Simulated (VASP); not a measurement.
Runs of VASP 6.6.1 on Ta. The structure is that of space group Im-3m (No. 229), or close to it. The cells are those of the table. 

| cell | gap on the mesh (eV) | pressure (GPa) |
| --- | --- | --- |
| a = 2.539 Å, angles 109.5°, 1 atom | none | (a) |
| a = 2.888 Å, angles 109.5°, 1 atom | none | (b) |
| a = 2.655 Å, angles 109.5°, 1 atom | none | 62.9 |
| a = 2.811 Å, angles 109.5°, 1 atom | none | 7.3 |
| a = 2.761 Å, angles 109.5°, 1 atom | none | 21.3 |

Alike in all rows: task single point; level PBEsol; potentials or basis VASP PAW PBE potentials, release 64 (Ta_pv); no spin polarisation; k mesh 22 × 22 × 22; cutoff (eV) 520; smearing gaussian 0.05 eV.

Question: Fill in the values left out.

Answer: (a) 132.5; (b) -9.0.

Caveats: the PAW data sets were made with another functional, which shifts forces and pressure a little; spin-orbit coupling is left out, which moves the levels of the heavy elements.

A k mesh can miss the band edges, and the runs leave out spin-orbit coupling on Ta.

A gap of «none» marks levels without a gap at the run's occupations.
